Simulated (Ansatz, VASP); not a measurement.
**KZnF3: VASP beside Ansatz**

```
CELL_PARAMETERS angstrom
4.27545 0.00000 0.00000
0.00000 4.27545 0.00000
0.00000 0.00000 3.63413
ATOMIC_POSITIONS crystal
K 0.00000 0.00000 0.00000
Zn 0.50000 0.50000 0.50000
F 0.50000 0.50000 0.00000
F 0.00000 0.50000 0.50000
F 0.50000 0.00000 0.50000
```

Alike in both runs: task single point; functional PBE; k mesh 6 × 6 × 6; occupations gaussian, width 0.05 eV; no spin polarisation.

|  | VASP | Ansatz |
| --- | --- | --- |
| version | VASP 6.6.1 | Ansatz 0.2.0 |
| potentials or method | VASP PAW PBE potentials, release 64 (K_sv, Zn, F), cutoff 520 eV | scalar-relativistic, plane waves, PAW |
| valence electrons in the cell | 42 | 42 |

|  | VASP | Ansatz | Ansatz less VASP |
| --- | --- | --- | --- |
| gap on the k mesh at the Fermi level (eV) | 3.50 | 3.57 | +0.065 |
| least direct gap on the mesh (eV) | 5.58 | 5.61 | +0.037 |
| pressure (GPa) | 8.3 | 7.8 | -0.49 |
| traceless stress, the component that is largest in VASP (GPa) | 13.79 | 13.06 | -0.725 |
